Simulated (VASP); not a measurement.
# WC (Pm-3m) in VASP: single point with PBE

Aim: the single point of WC with PBE.

All numbers are computed with VASP 6.6.1; they aren't measurements. Logs are shortened: lines on timing, memory, paths and dates and some standing lists are left out, and cuts for length are marked.

## 1. The cell of the first run

It takes space group Pm-3m (No. 221, cubic). The conventional cell has a = 2.726 Å, b = 2.726 Å, c = 2.726 Å, α = 90.00°, β = 90.00°, γ = 90.00°. W (site symmetry m-3m) has 8 C at 2.36 Å and 6 W at 2.73 Å within 3.1 Å. C (site symmetry m-3m) has 8 W at 2.36 Å and 6 C at 2.73 Å within 3.1 Å.

The cell was generated, and may not be a known phase.

## 2. Single point, PBE

INCAR

```
SYSTEM = WC
PREC = Accurate ; ENCUT = 1300
EDIFF = 1E-6 ; ISMEAR = 0
SIGMA = 0.1 ; LREAL = .False.
LASPH = .True. ; NELM = 120
ALGO = Normal ; ISIF = 2
LWAVE = .False. ; LCHARG = .True.
GGA = PE ; LELF = .True.
LVHAR = .True. ; NBANDS = 16
GGA_COMPAT = .False.
```

KPOINTS

```
regular mesh
0
Gamma
  20 20 20
  0 0 0
```

POSCAR

```
WC
1.0
    2.7257965009      0.0000000000      0.0000000000
    0.0000000000      2.7257965009      0.0000000000
    0.0000000000      0.0000000000      2.7257965009
W C
1 1
Direct
    0.5000000000      0.5000000000      0.5000000000
    0.0000000000      0.0000000000      0.0000000000
```

Potentials or basis: VASP PAW PBE potentials, release 64 (W_sv, C_h).

Command:

```
$ cat potpaw_PBE.64/W_sv/POTCAR potpaw_PBE.64/C_h/POTCAR > POTCAR
$ mpirun -np 1 vasp_std > vasp.out
```

OUTCAR:

```text
SYSTEM = WC
   PREC = Accurate
   ENCUT = 1300
   EDIFF = 1E-6
   ISMEAR = 0
   LREAL = .False.
   LASPH = .True.
   NELM = 120
   ISIF = 2
   GGA = PE

 ion  position               nearest neighbor table
   1  0.500  0.500  0.500-   2 2.36   2 2.36   2 2.36   2 2.36   2 2.36   2 2.36   2 2.36   2 2.36

   2  0.000  0.000  0.000-   1 2.36   1 2.36   1 2.36   1 2.36   1 2.36   1 2.36   1 2.36   1 2.36

  LATTYP: Found a simple cubic cell.
 ALAT       =     2.7257965009

  Lattice vectors:

 A1 = (   2.7257965009,   0.0000000000,   0.0000000000)
 A2 = (   0.0000000000,   2.7257965009,   0.0000000000)
 A3 = (   0.0000000000,   0.0000000000,   2.7257965009)

Analysis of symmetry for initial positions (statically):
=====================================================================
 Subroutine PRICEL returns:
 Original cell was already a primitive cell.

 Routine SETGRP: Setting up the symmetry group for a
 simple cubic supercell.

 Subroutine GETGRP returns: Found 48 space group operations
 (whereof 48 operations were pure point group operations)
 out of a pool of 48 trial point group operations.

The static configuration has the point symmetry O_h .

Analysis of symmetry for dynamics (positions and initial velocities):
=====================================================================
 Subroutine PRICEL returns:
 Original cell was already a primitive cell.

 Routine SETGRP: Setting up the symmetry group for a
 simple cubic supercell.

 Subroutine GETGRP returns: Found 48 space group operations
 (whereof 48 operations were pure point group operations)
 out of a pool of 48 trial point group operations.

The dynamic configuration has the point symmetry O_h .

 Subroutine INISYM returns: Found 48 space group operations
 (whereof 48 operations are pure point group operations),
 and found     1 'primitive' translations

----------------------------------------------------------------------------------------

                                     Primitive cell

  volume of cell :      20.2526

  direct lattice vectors                    reciprocal lattice vectors
     2.725796501  0.000000000  0.000000000     0.366865245  0.000000000  0.000000000
     0.000000000  2.725796501  0.000000000     0.000000000  0.366865245  0.000000000
     0.000000000  0.000000000  2.725796501     0.000000000  0.000000000  0.366865245

  length of vectors
     2.725796501  2.725796501  2.725796501     0.366865245  0.366865245  0.366865245

  position of ions in fractional coordinates (direct lattice)
     0.500000000  0.500000000  0.500000000
     0.000000000  0.000000000  0.000000000

  ion indices of the primitive-cell ions
   primitive index   ion index
                 1           1
                 2           2

----------------------------------------------------------------------------------------

 KPOINTS: regular mesh

Automatic generation of k-mesh.
 Grid dimensions read from file:
 generate k-points for:   20   20   20

 Generating k-lattice:

  Cartesian coordinates                     Fractional coordinates (reciprocal lattice)
     0.018343262  0.000000000  0.000000000     0.050000000  0.000000000  0.000000000
     0.000000000  0.018343262  0.000000000     0.000000000  0.050000000  0.000000000
     0.000000000  0.000000000  0.018343262     0.000000000  0.000000000  0.050000000

  Length of vectors
     0.018343262  0.018343262  0.018343262

  Shift w.r.t. Gamma in fractional coordinates (k-lattice)
     0.000000000  0.000000000  0.000000000

 Subroutine IBZKPT returns following result:
 ===========================================

 Found    286 irreducible k-points:

 Following reciprocal coordinates:
            Coordinates               Weight
  0.000000  0.000000  0.000000      1.000000
  0.050000  0.000000  0.000000      6.000000
  0.100000  0.000000  0.000000      6.000000
  0.150000  0.000000  0.000000      6.000000
  0.200000  0.000000  0.000000      6.000000
  0.250000  0.000000  0.000000      6.000000
[... 16 lines left out ...]
  0.150000  0.100000  0.000000     24.000000
  0.200000  0.100000  0.000000     24.000000
 [... further k-points ...]
   k-points           NKPTS =    286   k-points in BZ     NKDIM =    286   number of bands    NBANDS=     16
   number of dos      NEDOS =    301   number of ions     NIONS =      2
   total plane-waves  NPLWV =  32768
   dimension x,y,z NGX =    32 NGY =   32 NGZ =   32
   dimension x,y,z NGXF=    64 NGYF=   64 NGZF=   64
   ions per type =               1   1
   NGX,Y,Z   is equivalent  to a cutoff of  19.52, 19.52, 19.52 a.u.
   NGXF,Y,Z  is equivalent  to a cutoff of  39.03, 39.03, 39.03 a.u.
 SYSTEM =  WC
   PREC   = accura    normal or accurate (medium, high low for compatibility)
   ISTART =      0    job   : 0-new  1-cont  2-samecut
   ICHARG =      2    charge: 1-file 2-atom 10-const
   ISPIN  =      1    spin polarized calculation?
   LNONCOLLINEAR =      F non collinear calculations
   LSORBIT =      F    spin-orbit coupling
   LASPH  =      T    aspherical Exc in radial PAW
   ENCUT  = 1300.0 eV  95.55 Ry    9.77 a.u.   8.01  8.01  8.01*2*pi/ulx,y,z
   NELM   =    120;   NELMIN=  2; NELMDL= -5     # of ELM steps
   EDIFF  = 0.1E-05   stopping-criterion for ELM
   LREAL  =      F    real-space projection
   EDIFFG = 0.1E-04   stopping-criterion for IOM
   NSW    =      0    number of steps for IOM
   IBRION =     -1    ionic relax: 0-MD 1-quasi-New 2-CG
   NFREE  =      0    steps in history (QN), initial steepest desc. (CG)
   ISIF   =      2    stress and relaxation
   ISYM   =      2    0-nonsym 1-usesym 2-fastsym
   POTIM  = 0.5000    time-step for ionic-motion
   TEBEG  =    0.0;   TEEND  =   0.0 temperature during run
   PSTRESS=    0.0 pullay stress
   NELECT =      18.0000    total number of electrons
   NUPDOWN=      -1.0000    fix difference up-down
   EMIN   =  10.00;   EMAX   =-10.00  energy-range for DOS
   EFERMI =   0.00;   METHOD = LEGACY
   ISMEAR =     0;   SIGMA  =   0.10  broadening in eV -4-tet -1-fermi 0-gaus
   EFERMI_NEDOS =   21; number of points for ismear=-14 and -15
   IALGO  =     38    algorithm
   IMIX   =      4    mixing-type and parameters
     AMIX     =   0.40;   BMIX     =  1.00
     AMIX_MAG =   1.60;   BMIX_MAG =  1.00
  volume/ion in A,a.u.               =      10.13        68.34
  Fermi-wavevector in a.u.,A,eV,Ry     =   1.574003  2.974434 33.708238  2.477486
  Thomas-Fermi vector in A             =   2.675203
   LORBIT       =      0    0 simple, 1 ext, 2 COOP (PROOUT), +10 PAW based schemes
   GGA     = PE    functional components
   LHFCALC =     F    Hartree Fock is set to
   AEXX    =    0.0000 exact exchange contribution
   IVDW    =     0    specifies the selected vdW correction
   LEPSILON=     F    determine dielectric tensor
   LRPA    =     F    only Hartree local field effects (RPA)
 non-spin polarized calculation
 Gauss-broadening in eV      SIGMA  =   0.10
  energy-cutoff  :     1300.00
  volume of cell :       20.25
 maximum number of plane-waves:      2206
   NGX = 17   NGY = 17   NGZ = 17

 number of electron      18.0000000 magnetization

 Free energy of the ion-electron system (eV)
  ---------------------------------------------------
  ext. energy  EPLUGINS =         0.00000000
  ---------------------------------------------------
  free energy    TOTEN  =       -20.64210018 eV

  energy without entropy =      -20.63846635  energy(sigma->0) =      -20.64028326

 E-fermi :  12.7254     XC(G=0): -14.0666

 val. band max:       12.7243642739   @ k =   0.1500   0.0500   0.0500
 cond. band min:      12.7257170282   @ k =   0.3000   0.3000   0.3000
 fundamental gap:      0.0013527542
 Fermi energy:        12.7254497916

 k-point     1 :       0.0000    0.0000    0.0000
  band No.  band energies     occupation
      1     -62.1793      2.00000
      2     -25.9778      2.00000
      3     -25.9778      2.00000
      4     -25.9778      2.00000
      5      -2.7005      2.00000
      6       7.5176      2.00000
[... 8 lines left out ...]
     15      30.2791      0.00000
     16      30.2791      0.00000

 k-point     2 :       0.0500    0.0000    0.0000
  band No.  band energies     occupation
      1     -62.1777      2.00000
      2     -26.0040      2.00000
      3     -25.9755      2.00000
      4     -25.9755      2.00000
      5      -2.6390      2.00000
      6       7.5343      2.00000
[... 8 lines left out ...]
     15      29.7446      0.00000
     16      30.3825      0.00000

 k-point     3 :       0.1000    0.0000    0.0000
  band No.  band energies     occupation
      1     -62.1730      2.00000
      2     -26.0795      2.00000
      3     -25.9687      2.00000
      4     -25.9687      2.00000
      5      -2.4574      2.00000
      6       7.5474      2.00000
[... 8 lines left out ...]
     15      28.6221      0.00000
     16      30.6752      0.00000

 k-point     4 :       0.1500    0.0000    0.0000
  band No.  band energies     occupation
      1     -62.1658      2.00000
      2     -26.1955      2.00000
      3     -25.9581      2.00000
      4     -25.9581      2.00000
      5      -2.1640      2.00000
      6       7.4527      2.00000
[... 8 lines left out ...]
     15      27.3796      0.00000
     16      31.0829      0.00000
[... 324 lines left out ...]
 k-point    22 :       0.1000    0.1000    0.0000
  band No.  band energies     occupation
      1     -62.1668      2.00000
      2     -26.0765      2.00000
      3     -26.0631      2.00000
      4     -25.9597      2.00000
      5      -2.2226      2.00000
      6       7.6379      2.00000
[... 8 lines left out ...]
     15      28.4704      0.00000
     16      29.9318      0.00000

 k-point    23 :       0.1500    0.1000    0.0000
  band No.  band energies     occupation
      1     -62.1596      2.00000
      2     -26.1857      2.00000
      3     -26.0578      2.00000
      4     -25.9492      2.00000
      5      -1.9400      2.00000
      6       7.5630      2.00000
[... 8 lines left out ...]
     15      27.6553      0.00000
     16      30.1823      0.00000

 k-point    24 :       0.2000    0.1000    0.0000
  band No.  band energies     occupation
      1     -62.1506      2.00000
      2     -26.3282      2.00000
      3     -26.0439      2.00000
      4     -25.9360      2.00000
      5      -1.5625      2.00000
      6       7.2382      2.00000
[... 8 lines left out ...]
     15      26.6292      0.00000
     16      30.7300      0.00000

 [... further k-points ...]

------------------------ aborting loop because EDIFF is reached ----------------------------------------

  FORCE on cell =-STRESS in cart. coord.  units (eV):
  Direction    XX          YY          ZZ          XY          YZ          ZX
  --------------------------------------------------------------------------------------
  -------------------------------------------------------------------------------------
  Total        0.1592302      0.1592302      0.1592302      0.0000000     -0.0000000      0.0000000
  in kB       12.5966674     12.5966674     12.5966674      0.0000000     -0.0000000      0.0000000
  external PRESSURE =      12.5966674 kB  Pullay stress =       0.0000000 kB

 VOLUME and BASIS-vectors are now :
 -----------------------------------------------------------------------------
  energy-cutoff  :     1300.00
  volume of cell :       20.25
      direct lattice vectors                 reciprocal lattice vectors
     2.725796501  0.000000000  0.000000000     0.366865245  0.000000000  0.000000000
     0.000000000  2.725796501  0.000000000     0.000000000  0.366865245  0.000000000
     0.000000000  0.000000000  2.725796501     0.000000000  0.000000000  0.366865245

 POSITION                                       TOTAL-FORCE (eV/Angst)
 -----------------------------------------------------------------------------------
      1.36290      1.36290      1.36290         0.000000      0.000000      0.000000
      0.00000      0.00000      0.00000         0.000000      0.000000      0.000000
 -----------------------------------------------------------------------------------
    total drift:                                0.000000     -0.000000     -0.000000

  FREE ENERGIE OF THE ION-ELECTRON SYSTEM (eV)
  ---------------------------------------------------
  free  energy   TOTEN  =       -20.6421001759 eV

  energy  without entropy=      -20.6384663500  energy(sigma->0) =      -20.64028326
```

Run time: 4.4 min. Hardware: 1 thread of AMD EPYC 7R43 (Zen 3), shared host; peak memory 0.44 GiB.

Results:

```yaml
Free_energy: -20.6421 eV
Pressure: 1.3 GPa
Band_gap_on_the_k_mesh: zero (bands 9 and 10 overlap by 7.08 eV)
```

Levels at points of the mesh, in eV from the Fermi level:
```csv
k point,band 5,band 6,band 7,band 8,band 9,band 10,band 11,band 12,band 13,band 14
"(0.00, 0.00, 0.00)",-15.43,-5.21,-5.21,0.00,0.00,0.00,2.81,2.81,2.81,6.95
"(0.50, 0.00, 0.00)",-11.33,-9.50,-4.09,-3.44,-3.44,3.32,4.45,6.89,6.89,9.57
"(0.50, 0.50, 0.00)",-12.31,-4.54,-4.54,-4.20,-0.09,-0.09,1.16,3.25,5.51,10.17
"(0.50, 0.50, 0.50)",-8.35,-8.35,-8.35,-8.21,5.76,5.76,7.62,7.62,7.62,8.08
```

Caveat: spin-orbit coupling is left out, which moves the levels of the heavy elements.
